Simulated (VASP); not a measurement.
# SiSb (F-43m) in VASP: notebook

The runs below take SiSb through single point, relaxation of cell and atoms, with PBE.

All numbers are computed with VASP 6.6.1; they aren't measurements. Logs are shortened: lines on timing, memory, paths and dates and some standing lists are left out, and cuts for length are marked.

**1. The cell of the first run**

The structure is cubic, space group F-43m (No. 216). The conventional cell has a = 6.170 Å, b = 6.170 Å, c = 6.170 Å, α = 90.00°, β = 90.00°, γ = 90.00°. Si (site symmetry -43m) has 4 Sb at 2.67 Å within 3.5 Å. Within 3.5 Å of Sb (site symmetry -43m) lie 4 Si at 2.67 Å.

**2. Single point, PBE**

Input file INCAR:

```
PREC = Accurate
ENCUT = 500
EDIFF = 1E-6
ISMEAR = 1
SIGMA = 0.0527
LREAL = F
LASPH = T
NELM = 120
ALGO = Normal
ISIF = 2
LWAVE = F
LCHARG = F
GGA = PE
NBANDS = 12
GGA_COMPAT = F
```

Input file KPOINTS:

```
regular mesh
0
Gamma
  5 5 5
```

Input file POSCAR:

```
SiSb
1.0
    0.0000000000      3.0849675396      3.0849675396
    3.0849675396      0.0000000000      3.0849675396
    3.0849675396      3.0849675396      0.0000000000
Si Sb
1 1
Direct
    0.0000000000      0.0000000000      0.0000000000
    0.2500000000      0.2500000000      0.2500000000
```

Potentials or basis: VASP PAW PBE potentials, release 64 (Si, Sb).

The run is started by

```console
$ cat potpaw_PBE.64/Si/POTCAR potpaw_PBE.64/Sb/POTCAR > POTCAR
$ mpirun -np 1 vasp_std > vasp.out
```

OUTCAR:

```text
PREC = Accurate
   ENCUT = 500
   EDIFF = 1E-6
   ISMEAR = 1
   LREAL = F
   LASPH = T
   NELM = 120
   ISIF = 2
   GGA = PE

 ion  position               nearest neighbor table
   1  0.000  0.000  0.000-   2 2.67   2 2.67   2 2.67   2 2.67
   2  0.250  0.250  0.250-   1 2.67   1 2.67   1 2.67   1 2.67

  LATTYP: Found a face centered cubic cell.
 ALAT       =     6.1699350792

  Lattice vectors:

 A1 = (   0.0000000000,   3.0849675396,   3.0849675396)
 A2 = (   3.0849675396,   0.0000000000,   3.0849675396)
 A3 = (   3.0849675396,   3.0849675396,   0.0000000000)

Analysis of symmetry for initial positions (statically):
=====================================================================
 Subroutine PRICEL returns:
 Original cell was already a primitive cell.

 Routine SETGRP: Setting up the symmetry group for a
 face centered cubic supercell.

 Subroutine GETGRP returns: Found 24 space group operations
 (whereof 24 operations were pure point group operations)
 out of a pool of 48 trial point group operations.

The static configuration has the point symmetry T_d .

Analysis of symmetry for dynamics (positions and initial velocities):
=====================================================================
 Subroutine PRICEL returns:
 Original cell was already a primitive cell.

 Routine SETGRP: Setting up the symmetry group for a
 face centered cubic supercell.

 Subroutine GETGRP returns: Found 24 space group operations
 (whereof 24 operations were pure point group operations)
 out of a pool of 48 trial point group operations.

The dynamic configuration has the point symmetry T_d .

 Subroutine INISYM returns: Found 24 space group operations
 (whereof 24 operations are pure point group operations),
 and found     1 'primitive' translations

----------------------------------------------------------------------------------------

                                     Primitive cell

  volume of cell :      58.7194

  direct lattice vectors                    reciprocal lattice vectors
     0.000000000  3.084967540  3.084967540    -0.162076260  0.162076260  0.162076260
     3.084967540  0.000000000  3.084967540     0.162076260 -0.162076260  0.162076260
     3.084967540  3.084967540  0.000000000     0.162076260  0.162076260 -0.162076260

  length of vectors
     4.362802934  4.362802934  4.362802934     0.280724316  0.280724316  0.280724316

  position of ions in fractional coordinates (direct lattice)
[... 72 lines left out ...]
   POTIM  = 0.5000    time-step for ionic-motion
   TEBEG  =    0.0;   TEEND  =   0.0 temperature during run
   PSTRESS=    0.0 pullay stress
   NELECT =       9.0000    total number of electrons
   NUPDOWN=      -1.0000    fix difference up-down
   EMIN   =  10.00;   EMAX   =-10.00  energy-range for DOS
   EFERMI =   0.00;   METHOD = LEGACY
   ISMEAR =     1;   SIGMA  =   0.05  broadening in eV -4-tet -1-fermi 0-gaus
   EFERMI_NEDOS =   21; number of points for ismear=-14 and -15
   IALGO  =     38    algorithm
   IMIX   =      4    mixing-type and parameters
     AMIX     =   0.40;   BMIX     =  1.00
     AMIX_MAG =   1.60;   BMIX_MAG =  1.00
  volume/ion in A,a.u.               =      29.36       198.13
  Fermi-wavevector in a.u.,A,eV,Ry     =   0.876116  1.655620 10.443556  0.767580
  Thomas-Fermi vector in A             =   1.995882
   LORBIT       =      0    0 simple, 1 ext, 2 COOP (PROOUT), +10 PAW based schemes
   GGA     = PE    functional components
   LHFCALC =     F    Hartree Fock is set to
   AEXX    =    0.0000 exact exchange contribution
   IVDW    =     0    specifies the selected vdW correction
   LEPSILON=     F    determine dielectric tensor
   LRPA    =     F    only Hartree local field effects (RPA)
 non-spin polarized calculation
 Methfessel and Paxton  Order N= 1 SIGMA  =   0.05
  energy-cutoff  :      500.00
  volume of cell :       58.72
 maximum number of plane-waves:      1504
   NGX = 15   NGY = 15   NGZ = 15

 number of electron       9.0000000 magnetization

 Free energy of the ion-electron system (eV)
  ---------------------------------------------------
  ext. energy  EPLUGINS =         0.00000000
  ---------------------------------------------------
  free energy    TOTEN  =        -8.59701921 eV

  energy without entropy =       -8.59438450  energy(sigma->0) =       -8.59614097

 E-fermi :   5.7062     XC(G=0):  -8.7808

 val. band max:        5.6895764019   @ k =  -0.4000   0.2000   0.0000
 cond. band min:       5.7266207618   @ k =   0.4000   0.4000   0.0000
 fundamental gap:      0.0370443599
 Fermi energy:         5.7062433991

 k-point     1 :       0.0000    0.0000    0.0000
  band No.  band energies     occupation
      1      -6.7927      2.00000
      2       3.4042      2.00000
      3       3.9651      2.00000
      4       3.9651      2.00000
      5       3.9651      2.00000
      6       6.4893     -0.00000
      7       6.4893     -0.00000
      8       6.4893     -0.00000
      9      10.3914      0.00000
     10      12.1106      0.00000
     11      12.1106      0.00000
     12      13.9988      0.00000
[... 121 lines left out ...]
 k-point    10 :      -0.4000    0.4000    0.2000
  band No.  band energies     occupation
      1      -4.7047      2.00000
      2      -2.3960      2.00000
      3       1.0585      2.00000
      4       1.7802      2.00000
      5       7.0870      0.00000
      6       7.1730      0.00000
      7       8.1899      0.00000
      8      10.2650      0.00000
      9      11.6697      0.00000
     10      12.8348      0.00000
     11      15.0580      0.00000
     12      15.8257      0.00000

------------------------ aborting loop because EDIFF is reached ----------------------------------------

  FORCE on cell =-STRESS in cart. coord.  units (eV):
  Direction    XX          YY          ZZ          XY          YZ          ZX
  --------------------------------------------------------------------------------------
  -------------------------------------------------------------------------------------
  Total        0.0612488      0.0612488      0.0612488      0.0000000      0.0000000     -0.0000000
  in kB        1.6711922      1.6711922      1.6711922      0.0000000      0.0000000     -0.0000000
  external PRESSURE =       1.6711922 kB  Pullay stress =       0.0000000 kB

 VOLUME and BASIS-vectors are now :
 -----------------------------------------------------------------------------
  energy-cutoff  :      500.00
  volume of cell :       58.72
      direct lattice vectors                 reciprocal lattice vectors
     0.000000000  3.084967540  3.084967540    -0.162076260  0.162076260  0.162076260
     3.084967540  0.000000000  3.084967540     0.162076260 -0.162076260  0.162076260
     3.084967540  3.084967540  0.000000000     0.162076260  0.162076260 -0.162076260

 POSITION                                       TOTAL-FORCE (eV/Angst)
 -----------------------------------------------------------------------------------
      0.00000      0.00000      0.00000         0.000000     -0.000000     -0.000000
      1.54248      1.54248      1.54248        -0.000000      0.000000      0.000000
 -----------------------------------------------------------------------------------
    total drift:                                0.000000      0.000000      0.000000

  FREE ENERGIE OF THE ION-ELECTRON SYSTEM (eV)
  ---------------------------------------------------
  free  energy   TOTEN  =        -8.5970192119 eV

  energy  without entropy=       -8.5943844975  energy(sigma->0) =       -8.59614097
```

OSZICAR:

```text
N       E                     dE             d eps       ncg     rms          rms(c)
DAV:   1     0.184947171787E+02    0.18495E+02   -0.29922E+03   240   0.511E+02
DAV:   2    -0.760713585885E+01   -0.26102E+02   -0.24728E+02   312   0.835E+01
DAV:   3    -0.865668564994E+01   -0.10495E+01   -0.10379E+01   288   0.180E+01
DAV:   4    -0.866666184007E+01   -0.99762E-02   -0.99747E-02   284   0.218E+00
DAV:   5    -0.866681862539E+01   -0.15679E-03   -0.15678E-03   288   0.279E-01    0.360E+00
DAV:   6    -0.861503450529E+01    0.51784E-01   -0.74725E-02   276   0.946E-01    0.217E+00
DAV:   7    -0.859763164996E+01    0.17403E-01   -0.42169E-02   284   0.859E-01    0.342E-01
DAV:   8    -0.859694544837E+01    0.68620E-03   -0.42266E-03   280   0.299E-01    0.895E-02
DAV:   9    -0.859701163611E+01   -0.66188E-04   -0.27031E-04   296   0.923E-02    0.377E-02
DAV:  10    -0.859701663768E+01   -0.50016E-05   -0.13031E-05   268   0.179E-02    0.199E-02
DAV:  11    -0.859701867662E+01   -0.20389E-05   -0.36699E-06   284   0.952E-03    0.397E-03
DAV:  12    -0.859701921187E+01   -0.53525E-06   -0.66984E-07   160   0.340E-03
   1 F= -.85970192E+01 E0= -.85961410E+01  d E =-.263471E-02
```

It took 8.5 s on 1 thread of AMD EPYC 7R43 (Zen 3), shared host; peak memory 0.14 GiB.

What came out:

- Free energy: -8.5970 eV
- Pressure: 0.2 GPa

Caveat: spin-orbit coupling is left out, which moves the levels of the heavy elements.

**3. Relaxation of cell and atoms, PBE**

This run uses another cell than the first one, of 26.71 Å³/atom, 0.910 times its volume.

Input file INCAR:

```
PREC = Accurate
ENCUT = 500
EDIFF = 1E-7
ISMEAR = 1
SIGMA = 0.0527
LREAL = False
LASPH = True
NELM = 120
ALGO = Normal
ISIF = 3
LWAVE = False
LCHARG = False
GGA = PE
IBRION = 2
NSW = 60
EDIFFG = -0.01
GGA_COMPAT = False
NELMIN = 4
```

Input file KPOINTS:

```
Automatic mesh
0
Gamma
  5 5 5
```

Input file POSCAR:

```
SiSb
1.0
    0.0000000000      2.9891380000      2.9891380000
    2.9891380000      0.0000000000      2.9891380000
    2.9891380000      2.9891380000      0.0000000000
Si Sb
1 1
Direct
    0.0000000000      0.0000000000      0.0000000000
    0.2500000000      0.2500000000      0.2500000000
```

Potentials or basis: VASP PAW PBE potentials, release 64 (Si, Sb).

The run is started by

```console
$ cat potpaw_PBE.64/Si/POTCAR potpaw_PBE.64/Sb/POTCAR > POTCAR
$ mpirun -np 1 vasp_std > vasp.out
```

Wall time 18 s (1 thread of AMD EPYC 7R43 (Zen 3), shared host); peak memory 0.14 GiB.

The run converged. Its results:

* Free energy: -8.5969 eV
* Relaxed volume: 29.50 Å³/atom
* Relaxed cell: a = 4.370 Å, b = 4.370 Å, c = 4.370 Å, α = 60.00°, β = 60.00°, γ = 60.00°
* Space group after relaxing (to 0.05 Å): F-43m (No. 216)
* Energy gained by relaxing: 36.0 meV/atom
* Ionic steps: 3
* Pressure after relaxing: 0.0 GPa

The path:
| step | energy change (eV) | largest force (eV/Å) | pressure (GPa) | volume (Å³) |
| --- | --- | --- | --- | --- |
| 1 | 0.0000 | 0.0000 | 4.78 | 53.42 |
| 2 | -0.0710 | 0.0000 | -0.39 | 59.81 |
| 3 | -0.0719 | 0.0000 | 0.02 | 58.99 |

Final structure:
```
CELL_PARAMETERS angstrom
0.00000 3.08977 3.08977
3.08977 0.00000 3.08977
3.08977 3.08977 0.00000
ATOMIC_POSITIONS crystal
Si 0.00000 0.00000 0.00000
Sb 0.25000 0.25000 0.25000
```

Levels at points of the mesh, in eV from the Fermi level:
```csv
k point,band 1,band 2,band 3,band 4,band 5,band 6,band 7,band 8
"(0.00, 0.00, 0.00)",-12.46,-2.33,-1.73,-1.73,-1.73,0.79,0.79,0.79
```

Caveat: the k points lie up to 0.35 Å⁻¹ apart in the final cell; spin-orbit coupling is left out, which moves the levels of the heavy elements.

**4. Relaxation of cell and atoms, PBE**

This run uses another cell than the first one, of 26.71 Å³/atom, 0.910 times its volume.

Input file INCAR:

```
SYSTEM = SiSb
ALGO = Normal
EDIFF = 1E-7
EDIFFG = -0.01
ENCUT = 500
GGA = PE
GGA_COMPAT = .FALSE.
IBRION = 2
ISIF = 3
ISMEAR = 1
LASPH = .TRUE.
LCHARG = .FALSE.
LREAL = .FALSE.
LWAVE = .FALSE.
NELM = 120
NELMIN = 4
NSW = 60
PREC = Accurate
SIGMA = 0.05
```

Input file KPOINTS:

```
k-points
0
G
  5 5 5
  0 0 0
```

POSCAR is that of step 3.

The run is started by

```console
$ cat potpaw_PBE.64/Si/POTCAR potpaw_PBE.64/Sb/POTCAR > POTCAR
$ mpirun -np 1 vasp_std > vasp.out
```

It took 18 s on 1 thread of AMD EPYC 7R43 (Zen 3), shared host; peak memory 0.15 GiB.

Results (log left out):

```
Free energy                            : -8.5968 eV
Relaxed volume                         : 29.50 Å³/atom
Relaxed cell                           : a = 4.370 Å, b = 4.370 Å, c = 4.370 Å, α = 60.00°, β = 60.00°, γ = 60.00°
Space group after relaxing (to 0.05 Å) : F-43m (No. 216)
Energy gained by relaxing              : 36.0 meV/atom
Ionic steps                            : 3
Pressure after relaxing                : 0.0 GPa
```

Step by step:
```tsv
step	energy change (eV)	largest force (eV/Å)	pressure (GPa)	volume (Å³)
1	0.0000	0.0000	4.76	53.42
2	-0.0711	0.0000	-0.38	59.79
3	-0.0720	0.0000	0.02	59.00
```

Final structure:
```
Si Sb
1.0
     0.00000    3.08994    3.08994
     3.08994    0.00000    3.08994
     3.08994    3.08994    0.00000
Si Sb
1 1
Cartesian
  0.0000 0.0000 0.0000
  1.5450 1.5450 1.5450
```

Levels at points of the mesh, in eV from the Fermi level:
| k point | band 3 | band 4 | band 5 | band 6 | band 7 | band 8 |
| --- | --- | --- | --- | --- | --- | --- |
| (0.00, 0.00, 0.00) | -1.73 | -1.73 | -1.73 | 0.79 | 0.79 | 0.79 |

Caveat: the k points lie up to 0.35 Å⁻¹ apart in the final cell; spin-orbit coupling is left out, which moves the levels of the heavy elements.

**5. Summary**

```tsv
task	cell	smearing	gap on the mesh (eV)	pressure (GPa)	relaxed volume (Å³/atom)
single point	a = 4.363 Å, angles 60.0°, 2 atoms	methfessel-paxton 0.0527 eV	none	0.2	-
relaxation of cell and atoms	relaxed from a = 4.227 Å, angles 60.0°, 2 atoms	methfessel-paxton 0.0527 eV	none	0.0	29.50
relaxation of cell and atoms	relaxed from a = 4.227 Å, angles 60.0°, 2 atoms	methfessel-paxton 0.05 eV	none	0.0	29.50
```

Alike in all rows: level PBE; potentials or basis VASP PAW PBE potentials, release 64 (Si, Sb); no spin polarisation; k mesh 5 × 5 × 5; cutoff (eV) 500.

Caveats: some runs use coarse meshes; spin-orbit coupling is left out, which moves the levels of the heavy elements.

Absolute energies hang on the potentials; compare differences alone.
